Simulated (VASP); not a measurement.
# SnSe in VASP: a series of runs

SnSe is run at these levels: r2SCAN; tasks: single point.

Program: VASP 6.6.1. These are calculated values, not measurements. Logs are shortened: lines on timing, memory, paths and dates and some standing lists are left out, and cuts for length are marked.

## (1) The cell of the first run

The cell holds a slab with vacuum, 4 atoms: a = 4.285 Å, b = 4.285 Å, c = 10.991 Å, α = 90.00°, β = 90.00°, γ = 90.00°.

## (2) Single point, r2SCAN (atom 3 (Se) moved -0.450 Å towards its neighbour atom 2 (Sn) at 3.033 Å)

POSCAR

```
SnSe
1.0
    4.2853274191      0.0000000000      0.0000000000
    0.0000000000      4.2853274191      0.0000000000
    0.0000000000      0.0000000000     10.9906921300
Sn Se
2 2
Direct
    0.5000000000      0.0000000000      0.3722291100
    0.0000000000      0.5000000000      0.6277708900
    0.5741857864      0.0741857864      0.6142988837
    0.0000000000      0.5000000000      0.3839605100
```

INCAR.step1

```
PREC = Accurate
ENCUT = 520
ISMEAR = 0
SIGMA = 0.05
LREAL = False
LASPH = True
NELM = 60
NBANDS = 28
GGA = PE
ALGO = Normal
EDIFF = 1E-4
LWAVE = True
LCHARG = False
```

INCAR.step2

```
PREC = Accurate
ENCUT = 520
EDIFF = 1E-6
ISMEAR = 0
SIGMA = 0.05
LREAL = False
LASPH = True
NELM = 60
ALGO = Normal
ISIF = 2
LWAVE = False
LCHARG = False
METAGGA = R2SCAN
LMIXTAU = True
NBANDS = 28
ISTART = 1
```

KPOINTS

```
Automatic mesh
0
Gamma
  6 6 4
```

Potentials or basis: VASP PAW PBE potentials, release 64 (Sn_d, Se).

The run is started by

```console
$ cat potpaw_PBE.64/Sn_d/POTCAR potpaw_PBE.64/Se/POTCAR > POTCAR
$ cp INCAR.step1 INCAR
$ mpirun -np 1 vasp_std > vasp.out
$ cp INCAR.step2 INCAR
$ mpirun -np 1 vasp_std > vasp.out
```

OUTCAR:

```text
PREC = Accurate
   ENCUT = 520
   EDIFF = 1E-6
   ISMEAR = 0
   LREAL = False
   LASPH = True
   NELM = 60
   ISIF = 2
   METAGGA = R2SCAN
   ISTART = 1

 ion  position               nearest neighbor table
   1  0.500  0.000  0.372-   3 2.70   4 3.03   4 3.03   4 3.03   4 3.03
   2  0.000  0.500  0.628-   3 2.58   4 2.68   3 3.07   3 3.07
   3  0.574  0.074  0.614-   2 2.58   1 2.70   2 3.07   2 3.07
   4  0.000  0.500  0.384-   2 2.68   1 3.03   1 3.03   1 3.03   1 3.03

  LATTYP: Found a simple tetragonal cell.
 ALAT       =     4.2853274191
 C/A-ratio  =     2.5647263453

  Lattice vectors:

 A1 = (   4.2853274191,   0.0000000000,   0.0000000000)
 A2 = (   0.0000000000,   4.2853274191,   0.0000000000)
 A3 = (   0.0000000000,   0.0000000000,  10.9906921300)

Analysis of symmetry for initial positions (statically):
=====================================================================
 Subroutine PRICEL returns:
 Original cell was already a primitive cell.

 Routine SETGRP: Setting up the symmetry group for a
 simple tetragonal supercell.

 Subroutine GETGRP returns: Found  2 space group operations
 (whereof  1 operations were pure point group operations)
 out of a pool of 16 trial point group operations.

The static configuration has the point symmetry C_1 .
 The point group associated with its full space group is C_1h.

Analysis of symmetry for dynamics (positions and initial velocities):
=====================================================================
 Subroutine PRICEL returns:
 Original cell was already a primitive cell.

 Routine SETGRP: Setting up the symmetry group for a
 simple tetragonal supercell.

 Subroutine GETGRP returns: Found  2 space group operations
 (whereof  1 operations were pure point group operations)
 out of a pool of 16 trial point group operations.

The dynamic configuration has the point symmetry C_1 .
 The point group associated with its full space group is C_1h.

 Subroutine INISYM returns: Found  2 space group operations
 (whereof  1 operations are pure point group operations),
 and found     1 'primitive' translations

----------------------------------------------------------------------------------------

                                     Primitive cell

  volume of cell :     201.8334

  direct lattice vectors                    reciprocal lattice vectors
     4.285327419  0.000000000  0.000000000     0.233354398  0.000000000  0.000000000
     0.000000000  4.285327419  0.000000000     0.000000000  0.233354398  0.000000000
     0.000000000  0.000000000 10.990692130     0.000000000  0.000000000  0.090986081

  length of vectors
     4.285327419  4.285327419 10.990692130     0.233354398  0.233354398  0.090986081

  position of ions in fractional coordinates (direct lattice)
     0.500000000  0.000000000  0.372229110
     0.000000000  0.500000000  0.627770890
     0.574185786  0.074185786  0.614298884
     0.000000000  0.500000000  0.383960510

  ion indices of the primitive-cell ions
   primitive index   ion index
                 1           1
                 2           2
                 3           3
                 4           4

----------------------------------------------------------------------------------------

 KPOINTS: Automatic mesh

Automatic generation of k-mesh.
 Grid dimensions read from file:
 generate k-points for:    6    6    4

 Generating k-lattice:

  Cartesian coordinates                     Fractional coordinates (reciprocal lattice)
     0.038892400  0.000000000  0.000000000     0.166666667  0.000000000  0.000000000
     0.000000000  0.038892400  0.000000000     0.000000000  0.166666667  0.000000000
     0.000000000  0.000000000  0.022746520     0.000000000  0.000000000  0.250000000

  Length of vectors
     0.038892400  0.038892400  0.022746520

  Shift w.r.t. Gamma in fractional coordinates (k-lattice)
     0.000000000  0.000000000  0.000000000

 Subroutine IBZKPT returns following result:
 ===========================================

 Found     47 irreducible k-points:

 Following reciprocal coordinates:
            Coordinates               Weight
  0.000000  0.000000  0.000000      1.000000
  0.166667  0.000000  0.000000      4.000000
  0.333333  0.000000  0.000000      4.000000
  0.500000  0.000000  0.000000      2.000000
  0.166667  0.166667  0.000000      2.000000
 -0.166667  0.166667  0.000000      2.000000
[... 16 lines left out ...]
  0.333333  0.166667  0.250000      4.000000
 -0.166667  0.333333  0.250000      4.000000
 [... further k-points ...]
   k-points           NKPTS =     47   k-points in BZ     NKDIM =     47   number of bands    NBANDS=     28
   number of dos      NEDOS =    301   number of ions     NIONS =      4
   total plane-waves  NPLWV =  86016
   dimension x,y,z NGX =    32 NGY =   32 NGZ =   84
   dimension x,y,z NGXF=    64 NGYF=   64 NGZF=  168
   ions per type =               2   2
   NGX,Y,Z   is equivalent  to a cutoff of  12.41, 12.41, 12.71 a.u.
   NGXF,Y,Z  is equivalent  to a cutoff of  24.83, 24.83, 25.41 a.u.
 SYSTEM =  unknown system
   PREC   = accura    normal or accurate (medium, high low for compatibility)
   ISTART =      1    job   : 0-new  1-cont  2-samecut
   ICHARG =      0    charge: 1-file 2-atom 10-const
   ISPIN  =      1    spin polarized calculation?
   LNONCOLLINEAR =      F non collinear calculations
   LSORBIT =      F    spin-orbit coupling
   LASPH  =      T    aspherical Exc in radial PAW
   ENCUT  =  520.0 eV  38.22 Ry    6.18 a.u.   7.97  7.97 20.44*2*pi/ulx,y,z
   NELM   =     60;   NELMIN=  2; NELMDL=  0     # of ELM steps
   EDIFF  = 0.1E-05   stopping-criterion for ELM
   LREAL  =      F    real-space projection
   EDIFFG = 0.1E-04   stopping-criterion for IOM
   NSW    =      0    number of steps for IOM
   IBRION =     -1    ionic relax: 0-MD 1-quasi-New 2-CG
   NFREE  =      0    steps in history (QN), initial steepest desc. (CG)
   ISIF   =      2    stress and relaxation
   ISYM   =      2    0-nonsym 1-usesym 2-fastsym
   POTIM  = 0.5000    time-step for ionic-motion
   TEBEG  =    0.0;   TEEND  =   0.0 temperature during run
   PSTRESS=    0.0 pullay stress
   NELECT =      40.0000    total number of electrons
   NUPDOWN=      -1.0000    fix difference up-down
   EMIN   =  10.00;   EMAX   =-10.00  energy-range for DOS
   EFERMI =   0.00;   METHOD = LEGACY
   ISMEAR =     0;   SIGMA  =   0.05  broadening in eV -4-tet -1-fermi 0-gaus
   EFERMI_NEDOS =   21; number of points for ismear=-14 and -15
   IALGO  =     38    algorithm
   IMIX   =      4    mixing-type and parameters
     AMIX     =   0.40;   BMIX     =  1.00
     AMIX_MAG =   1.60;   BMIX_MAG =  1.00
  volume/ion in A,a.u.               =      50.46       340.51
  Fermi-wavevector in a.u.,A,eV,Ry     =   0.954473  1.803693 12.395171  0.911019
  Thomas-Fermi vector in A             =   2.083223
   LORBIT       =      0    0 simple, 1 ext, 2 COOP (PROOUT), +10 PAW based schemes
   METAGGA = R2SCAN    functional components
   LHFCALC =     F    Hartree Fock is set to
   AEXX    =    0.0000 exact exchange contribution
   IVDW    =     0    specifies the selected vdW correction
   LEPSILON=     F    determine dielectric tensor
   LRPA    =     F    only Hartree local field effects (RPA)
 non-spin polarized calculation
 Gauss-broadening in eV      SIGMA  =   0.05
  energy-cutoff  :      520.00
  volume of cell :      201.83
 maximum number of plane-waves:      5480
   NGX = 15   NGY = 15   NGZ = 41

 number of electron      40.0000021 magnetization

 Free energy of the ion-electron system (eV)
  ---------------------------------------------------
  ext. energy  EPLUGINS =         0.00000000
  ---------------------------------------------------
  free energy    TOTEN  =       -79.35930318 eV

  energy without entropy =      -79.35930318  energy(sigma->0) =      -79.35930318

 E-fermi :   0.7469     XC(G=0):  -6.1927

 val. band max:        0.4352430682   @ k =   0.5000   0.0000   0.0000
 cond. band min:       1.9883470258   @ k =   0.5000   0.0000   0.0000
 fundamental gap:      1.5531039576
 Fermi energy:         0.7469149816

 k-point     1 :       0.0000    0.0000    0.0000
  band No.  band energies     occupation
      1     -21.3749      2.00000
      2     -21.3696      2.00000
      3     -21.3507      2.00000
      4     -21.3201      2.00000
      5     -21.3191      2.00000
      6     -21.2357      2.00000
[... 20 lines left out ...]
     27       6.1692      0.00000
     28       7.0003      0.00000

 k-point     2 :       0.1667    0.0000    0.0000
  band No.  band energies     occupation
      1     -21.3728      2.00000
      2     -21.3716      2.00000
      3     -21.3485      2.00000
      4     -21.3207      2.00000
      5     -21.3193      2.00000
      6     -21.2380      2.00000
[... 20 lines left out ...]
     27       6.2268      0.00000
     28       6.4385      0.00000

 k-point     3 :       0.3333    0.0000    0.0000
  band No.  band energies     occupation
      1     -21.3755      2.00000
      2     -21.3690      2.00000
      3     -21.3437      2.00000
      4     -21.3220      2.00000
      5     -21.3195      2.00000
      6     -21.2424      2.00000
[... 20 lines left out ...]
     27       5.9164      0.00000
     28       7.4893      0.00000

 k-point     4 :       0.5000    0.0000    0.0000
  band No.  band energies     occupation
      1     -21.3774      2.00000
      2     -21.3674      2.00000
      3     -21.3411      2.00000
      4     -21.3227      2.00000
      5     -21.3196      2.00000
      6     -21.2445      2.00000
[... 578 lines left out ...]
     27       6.1598      0.00000
     28       7.2451      0.00000

 k-point    23 :       0.3333    0.1667    0.2500
  band No.  band energies     occupation
      1     -21.3791      2.00000
      2     -21.3663      2.00000
      3     -21.3431      2.00000
      4     -21.3222      2.00000
      5     -21.3201      2.00000
      6     -21.2458      2.00000
[... 20 lines left out ...]
     27       6.3160      0.00000
     28       6.8984      0.00000

 k-point    24 :      -0.1667    0.3333    0.2500
  band No.  band energies     occupation
      1     -21.3790      2.00000
      2     -21.3663      2.00000
      3     -21.3432      2.00000
      4     -21.3221      2.00000
      5     -21.3201      2.00000
      6     -21.2460      2.00000
[... 20 lines left out ...]
     27       6.3143      0.00000
     28       6.9279      0.00000

 [... further k-points ...]

------------------------ aborting loop because EDIFF is reached ----------------------------------------

  FORCE on cell =-STRESS in cart. coord.  units (eV):
  Direction    XX          YY          ZZ          XY          YZ          ZX
  --------------------------------------------------------------------------------------
  -------------------------------------------------------------------------------------
  Total        1.5885596      1.5885596      0.8137748      1.4831645     -0.9054941     -0.9055028
  in kB       12.6101730     12.6101730      6.4598403     11.7735341     -7.1879184     -7.1879880
  external PRESSURE =      10.5600621 kB  Pullay stress =       0.0000000 kB

 VOLUME and BASIS-vectors are now :
 -----------------------------------------------------------------------------
  energy-cutoff  :      520.00
  volume of cell :      201.83
      direct lattice vectors                 reciprocal lattice vectors
     4.285327419  0.000000000  0.000000000     0.233354398  0.000000000  0.000000000
     0.000000000  4.285327419  0.000000000     0.000000000  0.233354398  0.000000000
     0.000000000  0.000000000 10.990692130     0.000000000  0.000000000  0.090986081

 POSITION                                       TOTAL-FORCE (eV/Angst)
 -----------------------------------------------------------------------------------
      2.14266      0.00000      4.09106        -0.048964     -0.048964     -0.133208
      0.00000      2.14266      6.89964         0.606582      0.606582      0.161706
      2.46057      0.31791      6.75157        -1.001897     -1.001897      0.160733
      0.00000      2.14266      4.21999         0.444278      0.444278     -0.189230
 -----------------------------------------------------------------------------------
    total drift:                                0.000474      0.000474     -0.000113

  FREE ENERGIE OF THE ION-ELECTRON SYSTEM (eV)
  ---------------------------------------------------
  free  energy   TOTEN  =       -79.3593031847 eV

  energy  without entropy=      -79.3593031847  energy(sigma->0) =      -79.35930318
```

Wall time 6.1 min (1 thread of Intel Xeon 6975P-C (Granite Rapids), shared host); peak memory 0.47 GiB.

Results:

| Item | Value |
| --- | --- |
| Free energy | -79.3593 eV |
| Largest force | 1.426 eV/Å |
| Band gap on the k mesh | 1.55 eV |

Forces on the atoms (eV/Å):
```
Sn  -0.049 -0.049 -0.133
Sn   0.607  0.607  0.162
Se  -1.002 -1.002  0.161
Se   0.444  0.444 -0.189
```

Caveat: the cell differs from its parent crystal (atom 3 (Se) moved -0.450 Å towards its neighbour atom 2 (Sn) at 3.033 Å); the PAW data sets were made with another functional, which shifts forces and pressure a little; spin-orbit coupling is left out, which moves the levels of the heavy elements.

## (3) Single point, r2SCAN (atom 3 (Se) moved +0.360 Å towards its neighbour atom 2 (Sn) at 3.033 Å)

POSCAR: that of step 2 with these lines changed.

```diff
@@ -10,3 +10,3 @@
     0.0000000000      0.5000000000      0.6277708900
-    0.5741857864      0.0741857864      0.6142988837
+    0.4406513709     -0.0593486291      0.6174319750
     0.0000000000      0.5000000000      0.3839605100
```

INCAR.step1

```
  ALGO = Normal
  EDIFF = 1E-4
  ENCUT = 520
  GGA = PE
  ISMEAR = 0
  LASPH = T
  LCHARG = F
  LREAL = F
  LWAVE = T
  NBANDS = 28
  NELM = 80
  PREC = Accurate
  SIGMA = 0.05
```

INCAR.step2

```
  ALGO = Normal
  EDIFF = 1E-6
  ENCUT = 520
  ISIF = 2
  ISMEAR = 0
  ISTART = 1
  LASPH = T
  LCHARG = T
  LELF = T
  LMIXTAU = T
  LREAL = F
  LVHAR = T
  LWAVE = F
  METAGGA = R2SCAN
  NBANDS = 28
  NELM = 80
  PREC = Accurate
  SIGMA = 0.05
```

KPOINTS

```
k-points
0
Gamma
  6 6 4
```

Potentials or basis: VASP PAW PBE potentials, release 64 (Sn_d, Se).

The run is started by

```console
$ cat potpaw_PBE.64/Sn_d/POTCAR potpaw_PBE.64/Se/POTCAR > POTCAR
$ cp INCAR.step1 INCAR
$ mpirun -np 1 vasp_std > vasp.out
$ cp INCAR.step2 INCAR
$ mpirun -np 1 vasp_std > vasp.out
```

It took 6.3 min on 1 thread of Intel Xeon 6975P-C (Granite Rapids), shared host; peak memory 0.47 GiB.

It converged, with:

```yaml
Free_energy: -79.4620 eV
Largest_force: 0.856 eV/Å
Band_gap_on_the_k_mesh: 1.64 eV
```

Forces on the atoms (eV/Å):
```
Sn   0.038  0.038  0.048
Sn  -0.284 -0.284  0.135
Se   0.605  0.605 -0.040
Se  -0.359 -0.359 -0.143
```

Levels at points of the mesh, in eV from the valence-band top:
```tsv
k point	band 17	band 18	band 19	band 20	band 21	band 22	band 23	band 24
(0.00, 0.00, 0.00)	-3.04	-1.82	-1.76	-0.23	1.94	3.60	4.20	4.98
(0.50, 0.00, 0.00)	-1.93	-1.46	-0.07	0.00	1.64	1.84	2.39	3.02
(0.50, 0.50, 0.00)	-3.29	-3.18	-1.73	-1.64	3.65	4.07	5.22	5.38
(0.00, 0.00, 0.50)	-3.04	-1.82	-1.76	-0.23	1.81	3.60	4.86	5.02
(0.50, 0.00, 0.50)	-1.93	-1.46	-0.07	0.00	1.64	1.84	2.39	3.00
(0.50, 0.50, 0.50)	-3.29	-3.18	-1.73	-1.64	3.64	4.04	5.27	5.40
```

Caveat: the cell differs from its parent crystal (atom 3 (Se) moved +0.360 Å towards its neighbour atom 2 (Sn) at 3.033 Å); the PAW data sets were made with another functional, which shifts forces and pressure a little; spin-orbit coupling is left out, which moves the levels of the heavy elements.

(Continued in part 2 of 3.)
